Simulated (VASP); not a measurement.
# Bi2Te3 (R-3m) in VASP: notebook, part 2 of 2

VASP 6.6.1.

**4. Electric field gradients, PBEsol (34.21 Å³/atom)**

This run uses another cell than the first one, of 34.21 Å³/atom.

INCAR reads:

```
SYSTEM = Bi2Te3
  PREC = Accurate
  ENCUT = 520
  EDIFF = 1E-8
  ISMEAR = -1
  SIGMA = 0.08
  LREAL = .False.
  LASPH = .True.
  NELM = 60
  ALGO = Normal
  ISIF = 2
  LWAVE = .False.
  LCHARG = .False.
  GGA = PS
  LEFG = .True.
  NBANDS = 32
```

KPOINTS reads:

```
Automatic mesh
0
Gamma
  7 7 7
  0 0 0
```

POSCAR reads:

```
Bi2Te3
1.0
    2.2002863281      1.2703359038     10.1994432381
   -2.2002863281      1.2703359038     10.1994432381
    0.0000000000     -2.5406718076     10.1994432381
Bi Te
2 3
Direct
    0.4000000000      0.4000000000      0.4000000000
    0.6000000000      0.6000000000      0.6000000000
    0.0000000000      0.0000000000      0.0000000000
    0.2095000000      0.2095000000      0.2095000000
    0.7905000000      0.7905000000      0.7905000000
```

Potentials or basis: VASP PAW PBE potentials, release 64 (Bi_d, Te).

Started as:

```sh
$ cat potpaw_PBE.64/Bi_d/POTCAR potpaw_PBE.64/Te/POTCAR > POTCAR
$ mpirun -np 1 vasp_std > vasp.out
```

OUTCAR:

```text
SYSTEM = Bi2Te3
   PREC = Accurate
   ENCUT = 520
   EDIFF = 1E-8
   ISMEAR = -1
   LREAL = .False.
   LASPH = .True.
   NELM = 60
   ISIF = 2
   GGA = PS

 ion  position               nearest neighbor table
   1  0.400  0.400  0.400-   5 3.08   5 3.08   5 3.08   3 3.26   3 3.26   3 3.26
   2  0.600  0.600  0.600-   4 3.08   4 3.08   4 3.08   3 3.26   3 3.26   3 3.26
   3  0.000  0.000  0.000-   2 3.26   1 3.26   2 3.26   2 3.26   1 3.26   1 3.26
   4  0.209  0.209  0.209-   2 3.08   2 3.08   2 3.08   5 3.65   5 3.65   5 3.65
   5  0.791  0.791  0.791-   1 3.08   1 3.08   1 3.08   4 3.65   4 3.65   4 3.65

  LATTYP: Found a trigonal (rhomboedric) cell.
 ALAT       =    10.5111205683
 COS(alpha) =     0.9123624232

  Lattice vectors:

 A1 = (   2.2002863281,   1.2703359038,  10.1994432381)
 A2 = (  -2.2002863281,   1.2703359038,  10.1994432381)
 A3 = (   0.0000000000,  -2.5406718076,  10.1994432381)

Analysis of symmetry for initial positions (statically):
=====================================================================
 Subroutine PRICEL returns:
 Original cell was already a primitive cell.
[... 1050 lines left out ...]
      0.00000      0.00000     24.18798         0.000000      0.000000     -0.157197
 -----------------------------------------------------------------------------------
    total drift:                               -0.000000     -0.000000     -0.000000

  FREE ENERGIE OF THE ION-ELECTRON SYSTEM (eV)
  ---------------------------------------------------
  free  energy   TOTEN  =       -20.2848334908 eV

  energy  without entropy=      -20.2831531564  energy(sigma->0) =      -20.28399332

 Electric field gradients (V/A^2)
---------------------------------------------------------------------
 ion       V_xx      V_yy      V_zz      V_xy      V_xz      V_yz
---------------------------------------------------------------------
   1     -13.081   -13.081    26.162     0.000     0.000     0.000
   2     -13.081   -13.081    26.162     0.000     0.000     0.000
   3     -46.302   -46.302    92.605    -0.000    -0.000     0.000
   4      -5.897    -5.897    11.794    -0.000    -0.000     0.000
   5      -5.897    -5.897    11.794    -0.000    -0.000     0.000
---------------------------------------------------------------------

 Electric field gradients after diagonalization (V/A^2)
 (convention: |V_zz| > |V_xx| > |V_yy|)
----------------------------------------------------------------------
 ion       V_xx      V_yy      V_zz     asymmetry (V_yy - V_xx)/ V_zz
----------------------------------------------------------------------
   1     -13.081   -13.081    26.162       0.000
   2     -13.081   -13.081    26.162       0.000
   3     -46.302   -46.302    92.605       0.000
   4      -5.897    -5.897    11.794       0.000
   5      -5.897    -5.897    11.794       0.000
----------------------------------------------------------------------

           NMR quadrupolar parameters

 Cq : quadrupolar parameter    Cq=e*Q*V_zz/h
 eta: asymmetry parameters     (V_yy - V_xx)/ V_zz
 Q  : nuclear electric quadrupole moment in mb (millibarn)
----------------------------------------------------------------------
 ion       Cq(MHz)       eta       Q (mb)
----------------------------------------------------------------------
   1       0.063       0.000       1.000
   2       0.063       0.000       1.000
   3       0.224       0.000       1.000
   4       0.029       0.000       1.000
   5       0.029       0.000       1.000
----------------------------------------------------------------------
```

stdout:

```text
POSCAR found type information on POSCAR BiTe
 POSCAR found :  2 types and       5 ions
 scaLAPACK will be used
 -----------------------------------------------------------------------------
|                                                                             |
|                                                                             |
|     You enforced a specific xc type in the INCAR file but a different       |
|     I HOPE YOU KNOW WHAT YOU ARE DOING!                                     |
|                                                                             |
 -----------------------------------------------------------------------------

 LDA part: xc-table for (Slater+PW92), standard interpolation
 POSCAR, INCAR and KPOINTS ok, starting setup
 FFT: planning ... GRIDC
 FFT: planning ... GRID_SOFT
 FFT: planning ... GRID
 WAVECAR not read
 entering main loop
ion   1

ion   2

ion   3

ion   4

ion   5
```

Wall time 29 min (1 thread of Intel Xeon Platinum 8259CL at 2.50GHz (Skylake/Cascade Lake), shared host); peak memory 1 GiB.

What came out:

| Quantity | Value |
| --- | --- |
| Free energy | -20.2848 eV |
| Pressure | -1.1 GPa |
| Largest force | 0.157 eV/Å |
| Band gap on the k mesh | 0.23 eV |
| Largest electric field gradient by atom | Bi +26.2; Te +92.6, +11.8 (each value once) V/Å² |

Forces in eV/Å, atoms in the order of the input:
```
Bi   0.000  0.000  0.059
Bi   0.000  0.000 -0.059
Te   0.000  0.000  0.000
Te   0.000  0.000  0.157
Te   0.000  0.000 -0.157
```

Stress tensor (GPa, compression positive):
```
-0.97  0.00  0.00
 0.00 -0.97  0.00
 0.00  0.00 -1.30
```

Electric field gradients, principal values (V/Å²):
```csv
atom,least,middle,greatest (by size)
1 Bi,-13.081,-13.081,26.162
2 Bi,-13.081,-13.081,26.162
3 Te,-46.302,-46.302,92.605
4 Te,-5.897,-5.897,11.794
5 Te,-5.897,-5.897,11.794
```

Caveat: without QUAD_EFG the Cq values of the log hold for a quadrupole moment of 1 mb, not for the nuclei; the PAW data sets were made with another functional, which shifts forces and pressure a little; spin-orbit coupling is left out, which moves the levels of the heavy elements; an odd mesh through Γ misses points on the zone boundary, where band edges can lie.
